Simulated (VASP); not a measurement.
# Al16GeN15 (a cell with a defect) in VASP: a series of runs

Aim: see how the results for Al16GeN15 (a cell with a defect) move with the level of theory and the settings. Levels: HSE06, r2SCAN. Tasks: single point.

Everything below comes from runs of VASP 6.6.1. Logs are shortened: lines on timing, memory, paths and dates and some standing lists are left out, and cuts for length are marked.

## (1) The cell of the first run

The cell holds a defect, 32 atoms: a = 6.260 Å, b = 6.260 Å, c = 10.035 Å, α = 90.00°, β = 90.00°, γ = 120.00°.

## (2) Single point, HSE06

The input, POSCAR:

```
Al16GeN15
1.0
    6.2595139128      0.0000000578      0.0000000000
   -3.1297570064      5.4208980350      0.0000000000
    0.0000000000      0.0000000000     10.0348065929
Al N Ge
16 15 1
Direct
    0.3365027521      0.1606431354      0.2498647620
    0.1576777036      0.3393002229      0.5017066783
    0.3269940979      0.1716795798      0.7514965399
    0.1671305898      0.3290878017      1.0061098698
    0.3364607241      0.6612181353      0.2564040634
    0.1829766987      0.8630968617      0.5074027981
    0.3257239581      0.6612378937      0.7545608725
    0.1888844209      0.8396416378      0.9907154117
    0.8363957568      0.1613001479      0.2560916408
    0.6341182996      0.3136790511      0.5069630972
    0.8362980536      0.1714063071      0.7545667266
    0.6570963223      0.3081987098      0.9907381634
    0.8567686071      0.6405587273      0.1785798107
    0.6381140341      0.8583942578      0.5235822223
    0.8294804138      0.6692117650      0.7545975285
    0.6656259062      0.8301610467      0.9999482450
    0.3209805539      0.1759577913      0.4382821502
    0.1703811575      0.3274322960      0.1951893426
    0.3293212824      0.1676575280      0.9369820135
    0.1632666438      0.3338449987      0.6903915529
    0.3180332986      0.6769304233      0.4462086916
    0.1996498007      0.8360956430      0.1754324404
    0.3356413186      0.6577056653      0.9411128847
    0.1645977235      0.8347906399      0.6961865454
    0.8199053155      0.1780932411      0.4458487434
    0.6608746052      0.2977290935      0.1754648384
    0.8375565918      0.1600545454      0.9414736328
    0.6648684090      0.3346820455      0.6959891219
    0.6808341919      0.8178457179      0.2015964542
    0.8361069763      0.6606242887      0.9525198728
    0.6611175725      0.8360790317      0.7052094323
    0.8104311952      0.6867460871      0.4001553449
```

The input, INCAR.step1:

```
SYSTEM = Al16GeN15
ALGO = Normal
EDIFF = 1E-5
ENCUT = 520
GGA = PE
GGA_COMPAT = .FALSE.
ISIF = 2
ISMEAR = -1
ISYM = -1
LASPH = .TRUE.
LREAL = Auto
LWAVE = .TRUE.
NBANDS = 90
NELECT = 136.0
NELM = 120
PREC = Accurate
SIGMA = 0.01
```

The input, INCAR.step2:

```
SYSTEM = Al16GeN15
ALGO = Normal
EDIFF = 1E-6
ENCUT = 520
GGA = PE
GGA_COMPAT = .FALSE.
HFSCREEN = 0.2079
ISIF = 2
ISMEAR = -1
ISTART = 1
ISYM = -1
LASPH = .TRUE.
LCHARG = .TRUE.
LELF = .TRUE.
LHFCALC = .TRUE.
LREAL = Auto
LVHAR = .TRUE.
LWAVE = .FALSE.
NBANDS = 90
NELECT = 136.0
NELM = 120
PREC = Accurate
PRECFOCK = Fast
SIGMA = 0.01
```

The input, KPOINTS:

```
explicit points
1
Reciprocal
  0.25000000   0.25000000   0.25000000 1
```

Potentials or basis: VASP PAW PBE potentials, release 64 (Al, N, Ge_d).

On the command line:

```
$ cat potpaw_PBE.64/Al/POTCAR potpaw_PBE.64/N/POTCAR potpaw_PBE.64/Ge_d/POTCAR > POTCAR
$ cp INCAR.step1 INCAR
$ mpirun -np 1 vasp_std > vasp.out
$ cp INCAR.step2 INCAR
$ mpirun -np 1 vasp_std > vasp.out
```

OUTCAR:

```text
SYSTEM = Al16GeN15
   EDIFF = 1E-6
   ENCUT = 520
   GGA = PE
   HFSCREEN = 0.2079
   ISIF = 2
   ISMEAR = -1
   ISTART = 1
   ISYM = -1
   LASPH = .TRUE.
   LHFCALC = .TRUE.
   LREAL = Auto
   NELECT = 136.0
   NELM = 120
   PREC = Accurate
   PRECFOCK = Fast

 ion  position               nearest neighbor table
   1  0.337  0.161  0.250-  18 1.89  17 1.90  26 1.92  22 1.92  10 3.04   6 3.05   4 3.06   5 3.13
                             9 3.13  12 3.13   8 3.13   9 3.13   5 3.13   2 3.18  13 3.22  13 3.22
   2  0.158  0.339  0.502-  17 1.88  20 1.89  21 1.91  25 1.92   5 3.02   9 3.02   6 3.06  10 3.07
                            11 3.08   7 3.08   3 3.10  14 3.14  14 3.15   1 3.18  10 3.20   6 3.20
   3  0.327  0.172  0.751-  19 1.86  20 1.87  24 1.91  28 1.91  10 2.97   6 2.97  12 3.00   8 3.01
                             7 3.07  11 3.07   4 3.08   2 3.10  15 3.13  15 3.13  11 3.19   7 3.19
   4  0.167  0.329  0.006-  19 1.89  23 1.90  18 1.90  27 1.90   1 3.06   3 3.08   9 3.08   5 3.09
                            11 3.10   7 3.10  16 3.13  16 3.13  12 3.13   8 3.13   8 3.14  12 3.14
   5  0.336  0.661  0.256-  22 1.88  18 1.91  21 1.91  29 1.95   2 3.02  13 3.04   4 3.09   1 3.13
                             9 3.13   9 3.13  16 3.13   1 3.13  14 3.15   6 3.17   8 3.20
   6  0.183  0.863  0.507-  17 1.84  21 1.85  24 1.90  32 2.29  10 2.82  14 2.87   3 2.97   1 3.05
                             2 3.06   7 3.11  15 3.14   5 3.17   2 3.20
   7  0.326  0.661  0.755-  23 1.87  31 1.88  20 1.89  24 1.91  14 2.88   8 2.92  11 3.06   3 3.07
                            16 3.08   2 3.08   4 3.10   6 3.11  15 3.13  15 3.13   3 3.19  11 3.19
   8  0.189  0.840  0.991-  23 1.85  22 1.86  19 1.86  30 1.95  13 2.61   7 2.92  12 2.93   3 3.01
                            16 3.02  15 3.07   1 3.13   4 3.13   4 3.14   5 3.20  16 3.25  12 3.33
   9  0.836  0.161  0.256-  26 1.88  18 1.91  25 1.91  29 1.94   2 3.02  13 3.04   4 3.08   1 3.13
                             5 3.13   5 3.13   1 3.13  16 3.14  14 3.16  10 3.17  12 3.20
  10  0.634  0.314  0.507-  17 1.84  25 1.85  28 1.90  32 2.29   6 2.82  14 2.87   3 2.97   1 3.04
                             2 3.07  11 3.11  15 3.15   9 3.17   2 3.20
  11  0.836  0.171  0.755-  27 1.88  31 1.88  20 1.89  28 1.91  14 2.88  12 2.93   7 3.06   3 3.07
                             2 3.08  16 3.08   4 3.10  10 3.11  15 3.12  15 3.14   3 3.19   7 3.19
  12  0.657  0.308  0.991-  27 1.85  26 1.86  19 1.86  30 1.95  13 2.62  11 2.93   8 2.93   3 3.00
                            16 3.02  15 3.07   1 3.13   4 3.13   4 3.14   9 3.20  16 3.24   8 3.33
  13  0.857  0.641  0.179-  26 1.87  22 1.87  29 1.93  30 2.28  32 2.28   8 2.61  12 2.62  16 2.73
                             9 3.04   5 3.04   1 3.22   1 3.22
  14  0.638  0.858  0.524-  31 1.84  25 1.91  21 1.91  32 2.24  10 2.87   6 2.87   7 2.88  11 2.88
                            15 3.10   2 3.14   2 3.15   5 3.15   9 3.16
  15  0.829  0.669  0.755-  31 1.88  28 1.91  24 1.91  30 1.99  16 3.03   8 3.07  12 3.07  14 3.10
                            11 3.12   7 3.13   3 3.13   3 3.13   7 3.13   6 3.14  11 3.14  10 3.15
  16  0.666  0.830  1.000-  27 1.88  23 1.88  30 1.90  29 2.03  13 2.73   8 3.02  12 3.02  15 3.03
                             7 3.08  11 3.08   4 3.13   5 3.13   4 3.13   9 3.14  12 3.24   8 3.25
  17  0.321  0.176  0.438-  10 1.84   6 1.84   2 1.88   1 1.90
  18  0.170  0.327  0.195-   1 1.89   4 1.90   5 1.91   9 1.91
  19  0.329  0.168  0.937-   3 1.86  12 1.86   8 1.86   4 1.89
[... 160 lines left out ...]
   NKREDZ  =     1    reduce k-point grid by
   AEXX    =    0.2500 exact exchange contribution
   HFSCREEN=    0.2079 screening length (either q_TF or 0.3 A-1)
   HFSCREENC=   0.2079 screening length for correlation (either q_TF or 0.3 A-1)
   ENCUTFOCK=  -1.0 apply spherical cutoff to Coloumb kernel
   IVDW    =     0    specifies the selected vdW correction
   LEPSILON=     F    determine dielectric tensor
   LRPA    =     F    only Hartree local field effects (RPA)
 non-spin polarized calculation
  energy-cutoff  :      520.00
  volume of cell :      340.50
 maximum number of plane-waves:      9148
 NGX is ok and might be reduce to    48
  NGX = 24; NGY = 24; NGZ = 40

 number of electron     135.9999988 magnetization

 Free energy of the ion-electron system (eV)
  ---------------------------------------------------
  ext. energy  EPLUGINS =         0.00000000
  ---------------------------------------------------
  free energy    TOTEN  =      -277.36257352 eV

  energy without entropy =     -277.36257352  energy(sigma->0) =     -277.36257352

 E-fermi :   7.3457     XC(G=0):  -9.0399

 val. band max:        7.0908808380   @ k =   0.2500   0.2500   0.2500
 cond. band min:       8.7723129887   @ k =   0.2500   0.2500   0.2500
 fundamental gap:      1.6814321507
 Fermi energy:         7.3456534659

 k-point     1 :       0.2500    0.2500    0.2500
  band No.  band energies     occupation
      1     -18.9124      2.00000
      2     -18.8480      2.00000
      3     -18.8377      2.00000
      4     -18.5967      2.00000
      5     -18.5595      2.00000
      6     -10.8271      2.00000
[... 72 lines left out ...]
     79      13.5649      0.00000
     80      13.8578      0.00000
 [bands above 80 left out]

------------------------ aborting loop because EDIFF is reached ----------------------------------------

  FORCE on cell =-STRESS in cart. coord.  units (eV):
  Direction    XX          YY          ZZ          XY          YZ          ZX
  --------------------------------------------------------------------------------------
  -------------------------------------------------------------------------------------
  Total       -1.4621847     -7.6848957     -0.5644166     -5.7016133      5.6396400     -8.5448699
  in kB       -6.8800559    -36.1599404     -2.6557643    -26.8279498     26.5363450    -40.2063991
  external PRESSURE =     -15.2319202 kB  Pullay stress =       0.0000000 kB

 VOLUME and BASIS-vectors are now :
 -----------------------------------------------------------------------------
  energy-cutoff  :      520.00
  volume of cell :      340.50
      direct lattice vectors                 reciprocal lattice vectors
     6.259513913  0.000000058  0.000000000     0.159756813  0.092235641  0.000000000
    -3.129757006  5.420898035  0.000000000    -0.000000002  0.184471279  0.000000000
     0.000000000  0.000000000 10.034806593     0.000000000  0.000000000  0.099653141

 POSITION                                       TOTAL-FORCE (eV/Angst)
 -----------------------------------------------------------------------------------
      1.60357      0.87083      2.50734         0.002557     -0.002093     -0.032608
     -0.07494      1.83931      5.03453        -0.026667      0.012270      0.002858
      1.50951      0.93066      7.54112        -0.011457      0.004257      0.085723
      0.01619      1.78395      0.06131         0.028543     -0.019390      0.010662
      0.03663      3.58440      2.57297        -0.026219      0.018293     -0.002881
     -1.55594      4.67876      5.09169         0.121661      0.050595     -0.057876
[... 24 lines left out ...]
      1.52155      4.53230      7.07664        -0.003988      0.008068     -0.104804
      2.92356      3.72278      4.01548        -0.101980      0.062004      0.000023
 -----------------------------------------------------------------------------------
    total drift:                                0.009732     -0.011965      0.024341

  FREE ENERGIE OF THE ION-ELECTRON SYSTEM (eV)
  ---------------------------------------------------
  free  energy   TOTEN  =      -277.3625735205 eV

  energy  without entropy=     -277.3625735205  energy(sigma->0) =     -277.36257352
```

OUTCAR.step1:

```text
SYSTEM = Al16GeN15
   EDIFF = 1E-5
   ENCUT = 520
   GGA = PE
   ISIF = 2
[... 337 lines left out ...]
      0.03663      3.58440      2.57297         0.011147      0.006755     -0.005717
     -1.55594      4.67876      5.09169        -0.003409     -0.013809     -0.010702
[... 24 lines left out ...]
      1.52155      4.53230      7.07664         0.003686      0.001925      0.009179
      2.92356      3.72278      4.01548         0.023733     -0.010402     -0.002993
 -----------------------------------------------------------------------------------
    total drift:                                0.009184     -0.014652      0.011778

  FREE ENERGIE OF THE ION-ELECTRON SYSTEM (eV)
  ---------------------------------------------------
  free  energy   TOTEN  =      -236.3479508792 eV

  energy  without entropy=     -236.3479508792  energy(sigma->0) =     -236.34795088
```

It took 3.9 min on 1 thread of Intel Xeon Platinum 8488C (Sapphire Rapids), shared host; peak memory 0.56 GiB.

Results:

- Free energy: -277.3626 eV
- Largest force: 0.195 eV/Å

Forces on the atoms (eV/Å):
```
Al   0.003 -0.002 -0.033
Al  -0.027  0.012  0.003
Al  -0.011  0.004  0.086
Al   0.029 -0.019  0.011
Al  -0.026  0.018 -0.003
Al   0.122  0.051 -0.058
Al   0.000 -0.014  0.053
Al  -0.007  0.008  0.091
Al  -0.031  0.015 -0.005
Al   0.023 -0.130 -0.050
Al   0.007  0.006  0.056
Al  -0.008 -0.010  0.098
Al   0.022 -0.018 -0.045
Al  -0.052  0.024  0.015
Al   0.003 -0.006  0.059
Al   0.039 -0.019 -0.022
N    0.077 -0.040  0.070
N    0.012 -0.010 -0.037
N    0.053 -0.030 -0.039
N    0.001  0.003  0.008
N    0.012  0.065  0.039
N   -0.083 -0.071 -0.058
N   -0.032  0.062 -0.039
N   -0.007  0.003 -0.091
N   -0.058 -0.033  0.050
N    0.027  0.117 -0.059
N   -0.062  0.004 -0.049
N   -0.016 -0.001 -0.093
N    0.113 -0.076  0.139
N   -0.015  0.014  0.007
N   -0.004  0.008 -0.105
Ge  -0.102  0.062  0.000
```

Caveat: the cell carries a net charge on a neutralising background, which shifts energy and pressure; the cell is charged against a uniform background, so pressure and absolute levels hang on convention; the PAW data sets were made with another functional, which shifts forces and pressure a little.

## (3) Single point, r2SCAN

POSCAR is that of step 2.

The input, INCAR.step1:

```
PREC = Accurate ; ENCUT = 580
ISMEAR = -1 ; SIGMA = 0.01
LREAL = Auto ; LASPH = True
NELM = 120 ; NBANDS = 90
NELECT = 136.0 ; GGA = PE
ALGO = Normal ; EDIFF = 1E-5
LWAVE = True ; LCHARG = False
GGA_COMPAT = False ; ISYM = -1
```

The input, INCAR.step2:

```
PREC = Accurate ; ENCUT = 580
EDIFF = 1E-6 ; ISMEAR = -1
SIGMA = 0.01 ; LREAL = Auto
LASPH = True ; NELM = 120
ALGO = Normal ; ISIF = 2
LWAVE = False ; LCHARG = False
METAGGA = R2SCAN ; LMIXTAU = True
NBANDS = 90 ; NELECT = 136.0
ISTART = 1 ; GGA_COMPAT = False
ISYM = -1
```

KPOINTS is that of step 2.

Potentials or basis: VASP PAW PBE potentials, release 64 (Al, N, Ge_d).

On the command line:

```
$ cat potpaw_PBE.64/Al/POTCAR potpaw_PBE.64/N/POTCAR potpaw_PBE.64/Ge_d/POTCAR > POTCAR
$ cp INCAR.step1 INCAR
$ mpirun -np 1 vasp_std > vasp.out
$ cp INCAR.step2 INCAR
$ mpirun -np 1 vasp_std > vasp.out
```

OUTCAR:

```text
PREC = Accurate
   ENCUT = 580
   EDIFF = 1E-6
   ISMEAR = -1
   LREAL = Auto
   LASPH = True
   NELM = 120
   ISIF = 2
   METAGGA = R2SCAN
   NELECT = 136.0
   ISTART = 1
   ISYM = -1

 ion  position               nearest neighbor table
   1  0.337  0.161  0.250-  18 1.89  17 1.90  26 1.92  22 1.92  10 3.04   6 3.05   4 3.06   5 3.13
                             9 3.13  12 3.13   8 3.13   9 3.13   5 3.13   2 3.18  13 3.22  13 3.22
   2  0.158  0.339  0.502-  17 1.88  20 1.89  21 1.91  25 1.92   5 3.02   9 3.02   6 3.06  10 3.07
                            11 3.08   7 3.08   3 3.10  14 3.14  14 3.15   1 3.18  10 3.20   6 3.20
   3  0.327  0.172  0.751-  19 1.86  20 1.87  24 1.91  28 1.91  10 2.97   6 2.97  12 3.00   8 3.01
                             7 3.07  11 3.07   4 3.08   2 3.10  15 3.13  15 3.13  11 3.19   7 3.19
   4  0.167  0.329  0.006-  19 1.89  23 1.90  18 1.90  27 1.90   1 3.06   3 3.08   9 3.08   5 3.09
                            11 3.10   7 3.10  16 3.13  16 3.13  12 3.13   8 3.13   8 3.14  12 3.14
   5  0.336  0.661  0.256-  22 1.88  18 1.91  21 1.91  29 1.95   2 3.02  13 3.04   4 3.09   1 3.13
                             9 3.13   9 3.13  16 3.13   1 3.13  14 3.15   6 3.17   8 3.20
   6  0.183  0.863  0.507-  17 1.84  21 1.85  24 1.90  32 2.29  10 2.82  14 2.87   3 2.97   1 3.05
                             2 3.06   7 3.11  15 3.14   5 3.17   2 3.20
[... 214 lines left out ...]
      6      -9.4988      2.00000
[... 72 lines left out ...]
     79      13.4439      0.00000
     80      13.7389      0.00000
 [bands above 80 left out]

------------------------ aborting loop because EDIFF is reached ----------------------------------------

  FORCE on cell =-STRESS in cart. coord.  units (eV):
  Direction    XX          YY          ZZ          XY          YZ          ZX
  --------------------------------------------------------------------------------------
  -------------------------------------------------------------------------------------
  Total        0.8817246     -5.3007695      0.3241682     -5.6690588      5.6319253     -8.5191493
  in kB        4.1488019    -24.9418489      1.5253170    -26.6747702     26.5000451    -40.0853754
  external PRESSURE =      -6.4225766 kB  Pullay stress =       0.0000000 kB

 VOLUME and BASIS-vectors are now :
 -----------------------------------------------------------------------------
  energy-cutoff  :      580.00
  volume of cell :      340.50
      direct lattice vectors                 reciprocal lattice vectors
     6.259513913  0.000000058  0.000000000     0.159756813  0.092235641  0.000000000
    -3.129757006  5.420898035  0.000000000    -0.000000002  0.184471279  0.000000000
     0.000000000  0.000000000 10.034806593     0.000000000  0.000000000  0.099653141

 POSITION                                       TOTAL-FORCE (eV/Angst)
 -----------------------------------------------------------------------------------
      1.60357      0.87083      2.50734         0.025381     -0.013373     -0.056738
     -0.07494      1.83931      5.03453        -0.033275      0.015896     -0.000475
      1.50951      0.93066      7.54112        -0.007262     -0.001462      0.064515
      0.01619      1.78395      0.06131         0.037017     -0.020782     -0.023470
      0.03663      3.58440      2.57297        -0.023598      0.024219     -0.029902
     -1.55594      4.67876      5.09169         0.017472     -0.013999     -0.104740
[... 24 lines left out ...]
      1.52155      4.53230      7.07664        -0.021943      0.017760     -0.089715
      2.92356      3.72278      4.01548         0.006551     -0.002276      0.111732
 -----------------------------------------------------------------------------------
    total drift:                                0.013577     -0.002924      0.001044

  FREE ENERGIE OF THE ION-ELECTRON SYSTEM (eV)
  ---------------------------------------------------
  free  energy   TOTEN  =      -313.5737846597 eV

  energy  without entropy=     -313.5737846597  energy(sigma->0) =     -313.57378466
```

OSZICAR.step1:

```text
N       E                     dE             d eps       ncg     rms          rms(c)
DAV:   1     0.109054107016E+04    0.10905E+04   -0.63227E+04   224   0.191E+03
DAV:   2    -0.552411398492E+02   -0.11458E+04   -0.10567E+04   228   0.617E+02
DAV:   3    -0.256226845549E+03   -0.20099E+03   -0.19783E+03   198   0.170E+02
DAV:   4    -0.269504105389E+03   -0.13277E+02   -0.13178E+02   232   0.511E+01
DAV:   5    -0.269921959156E+03   -0.41785E+00   -0.41696E+00   216   0.852E+00    0.329E+01
DAV:   6    -0.236378223027E+03    0.33544E+02   -0.13777E+02   216   0.345E+01    0.120E+01
DAV:   7    -0.236537625580E+03   -0.15940E+00   -0.69774E+00   240   0.918E+00    0.782E+00
DAV:   8    -0.236377098938E+03    0.16053E+00   -0.65468E-01   240   0.383E+00    0.214E+00
DAV:   9    -0.236359558729E+03    0.17540E-01   -0.13833E-01   224   0.167E+00    0.631E-01
DAV:  10    -0.236360649334E+03   -0.10906E-02   -0.55800E-02   240   0.841E-01    0.461E-01
DAV:  11    -0.236361259712E+03   -0.61038E-03   -0.52438E-03   216   0.317E-01    0.292E-01
DAV:  12    -0.236362207714E+03   -0.94800E-03   -0.23945E-03   200   0.181E-01    0.809E-02
DAV:  13    -0.236362153980E+03    0.53734E-04   -0.49600E-04   224   0.922E-02    0.227E-02
DAV:  14    -0.236362155854E+03   -0.18743E-05   -0.88044E-05   216   0.400E-02
   1 F= -.23636216E+03 E0= -.23636216E+03  d E =-.335424E-12
```

Wall time 4.8 min (1 thread of Intel Xeon Platinum 8488C (Sapphire Rapids), shared host); peak memory 0.52 GiB.

What came out:

| Property | Result |
| --- | --- |
| Free energy | -313.5738 eV |
| Largest force | 0.138 eV/Å |

Forces on the atoms (eV/Å):
```
Al   0.025 -0.013 -0.057
Al  -0.033  0.016  0.000
Al  -0.007 -0.001  0.065
Al   0.037 -0.021 -0.023
Al  -0.024  0.024 -0.030
Al   0.017 -0.014 -0.105
Al   0.007 -0.015  0.049
Al  -0.023 -0.008  0.110
Al  -0.035  0.011 -0.031
Al   0.027 -0.005 -0.099
Al   0.014 -0.003  0.049
Al  -0.009  0.014  0.120
Al  -0.043  0.020  0.103
Al   0.031 -0.024 -0.087
Al   0.013 -0.010  0.039
Al   0.053 -0.031 -0.010
N    0.095 -0.050  0.087
N    0.004 -0.007 -0.024
N    0.063 -0.036 -0.034
N   -0.009  0.009  0.024
N    0.020  0.061  0.052
N   -0.057 -0.058 -0.066
N   -0.029  0.064 -0.030
N   -0.012  0.011 -0.061
N   -0.052 -0.038  0.066
N    0.029  0.087 -0.068
N   -0.061  0.004 -0.041
N   -0.026 -0.004 -0.060
N    0.006 -0.011  0.011
N   -0.007  0.009  0.031
N   -0.022  0.018 -0.090
Ge   0.007 -0.002  0.112
```

Levels at points of the mesh, in eV from the Fermi level:
```tsv
k point	band 65	band 66	band 67	band 68	band 69	band 70	band 71	band 72
(0.25, 0.25, 0.25)	-2.66	-2.45	-0.70	-0.26	0.66	3.56	4.17	4.69
```

Caveat: the cell carries a net charge on a neutralising background, which shifts energy and pressure; the cell is charged against a uniform background, so pressure and absolute levels hang on convention; the PAW data sets were made with another functional, which shifts forces and pressure a little.
